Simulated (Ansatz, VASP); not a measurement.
## AlAs in VASP and in Ansatz

```
CELL_PARAMETERS angstrom
0.00000 2.77262 2.77262
2.77262 0.00000 2.77262
2.77262 2.77262 0.00000
ATOMIC_POSITIONS crystal
Al 0.00000 0.00000 0.00000
As 0.75000 0.75000 0.75000
```

Change from the starting cell: volume scaled by 0.94, crystal datasets.

Alike in both runs: task electric field gradients; functional PBEsol; k mesh 10 × 10 × 10; occupations fermi-dirac, width 0.05 eV; no spin polarisation.

|  | VASP | Ansatz |
| --- | --- | --- |
| version | VASP 6.6.1 | Ansatz 0.2.0 |
| potentials or method | VASP PAW PBE potentials, release 64 (Al, As), cutoff 400 eV | all-electron PAW with datasets made for the crystal, scalar-relativistic |

|  | VASP | Ansatz | Ansatz less VASP |
| --- | --- | --- | --- |
| pressure (GPa) | 6.1 | 5.7 | -0.39 |

VASP's potentials were made for PBE, not for PBEsol. Ansatz ran all-electron here, and VASP with PAW potentials.
